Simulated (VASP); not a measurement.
Wanted: the native input for a VASP 6.6.1 run.

* Task: single point
* Functional: PBEsol
* Potentials or basis: VASP PAW PBE potentials, release 64 (W_sv, C)
* Cutoff: 520 eV
* k mesh: 18 × 18 × 18
* Occupations: gaussian, width 0.15 eV
* Spin: no spin polarisation
* Dipole correction: no
* Further INCAR settings: ALGO = Normal; EDIFF = 1e-07; NBANDS = 16

The structure of WC lies in POSCAR:

```
WC
1.0
    0.0000000000      2.1926840000      2.1049766400
    2.1926840000      0.0000000000      2.1049766400
    2.1926840000      2.1926840000      0.0000000000
W C
1 1
Direct
    0.0000000000      0.0000000000      0.0000000000
    0.5000000000      0.5000000000      0.5000000000
```

This cell differs from its parent crystal: strain +0.000 along x and y, -0.040 along z.

One way to write it, as run:

INCAR

```
SYSTEM = WC
ALGO = Normal
EDIFF = 1E-7
ENCUT = 520
GGA = PS
ISIF = 2
ISMEAR = 0
LASPH = .TRUE.
LCHARG = .FALSE.
LREAL = .FALSE.
LWAVE = .FALSE.
NBANDS = 16
NELM = 60
PREC = Accurate
SIGMA = 0.15
```

KPOINTS

```
k-points
0
G
  18 18 18
  0 0 0
```

Potentials or basis: VASP PAW PBE potentials, release 64 (W_sv, C).

Command:

```sh
$ cat potpaw_PBE.64/W_sv/POTCAR potpaw_PBE.64/C/POTCAR > POTCAR
$ mpirun -np 1 vasp_std > vasp.out
```

It gave:

```
Pressure               : 8.0 GPa
Band gap on the k mesh : zero (bands 9 and 10 overlap by 3.10 eV)
```

Caveat: the cell differs from its parent crystal (strain +0.000 along x and y, -0.040 along z); the cell stands under pressure; the PAW data sets were made with another functional, which shifts forces and pressure a little; spin-orbit coupling is left out, which moves the levels of the heavy elements.

Wall time 43 s on 1 thread of Intel(R) Xeon(R) 6975P-C (Granite Rapids), on a shared host, peak memory 0.26 GiB.
